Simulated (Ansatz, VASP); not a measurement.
## HfB2: VASP beside Ansatz

INCAR

```
SYSTEM = HfB2
  PREC = Accurate
  ENCUT = 520
  EDIFF = 1E-6
  ISMEAR = -1
  SIGMA = 0.03
  LREAL = .FALSE.
  LASPH = .TRUE.
  NELM = 100
  ALGO = Normal
  ISIF = 2
  LWAVE = .FALSE.
  LCHARG = .TRUE.
  GGA = PS
  LELF = .TRUE.
  LVHAR = .TRUE.
  NBANDS = 15
```

File KPOINTS:

```
Automatic mesh
0
G
  15 15 12
  0 0 0
```

The input POSCAR:

```
HfB2
1.0
    3.1714001015      0.0000000000      0.0000000000
   -1.5857000508      2.7465130534      0.0000000000
    0.0000000000      0.0000000000      3.4800000000
Hf B
1 2
Direct
    0.0000000000      0.0000000000      0.0000000000
    0.3333333333      0.6666666667      0.5000000000
    0.6666666667      0.3333333333      0.5000000000
```

Input for Ansatz:

```yaml
crystal:
  lattice:
    - [3.1714001015, 0.0, 0.0]
    - [-1.5857000508, 2.7465130534, 0.0]
    - [0.0, 0.0, 3.48]
  atoms:
    - { symbol: Hf, position: [0.0, 0.0, 0.0] }
    - { symbol: B, position: [0.3333333333, 0.6666666667, 0.5] }
    - { symbol: B, position: [0.6666666667, 0.3333333333, 0.5] }
kpoints:
  mp_grid: { grid: [15, 15, 12] }
  band_path:
    path:
      - [0.0, 0.0, 0.0]
      - [0.5, 0.0, 0.0]
      - [0.3333333333, 0.3333333333, 0.0]
      - [0.0, 0.0, 0.0]
      - [0.0, 0.0, 0.5]
      - [0.5, 0.0, 0.5]
      - [0.3333333333, 0.3333333333, 0.5]
      - [0.0, 0.0, 0.5]
      - [0.5, 0.0, 0.5]
    npoints: 5
scf:
  occupations: { method: fermi_dirac, width: 0.03 }
hamiltonian:
  xc: pbesol
  pseudopotentials: { kind: all_electron, lapw: { basis_error: 0.001 } }
output:
  forces: true
  stress: true
  eigenvalues: true
```

Change from the starting cell: equal xx and yy strain of +1 %.

Alike in both runs: task single point; functional PBEsol; k mesh 15 × 15 × 12; occupations fermi-dirac, width 0.03 eV; no spin polarisation.

```csv
,VASP,Ansatz
version,VASP 6.6.1,Ansatz 0.2.0
potentials or method,"VASP PAW PBE potentials, release 64 (Hf_pv, B), cutoff 520 eV","all-electron LAPW, scalar-relativistic"
```

|  | VASP | Ansatz | Ansatz less VASP |
| --- | --- | --- | --- |
| pressure (GPa) | -9.4 | -9.2 | +0.22 |
| traceless stress, the component that is largest in VASP (GPa) | 1.92 | 1.82 | -0.103 |

VASP's potentials were made for PBE, not for PBEsol. Ansatz ran all-electron here, and VASP with PAW potentials.

Neither program's run includes spin-orbit coupling.
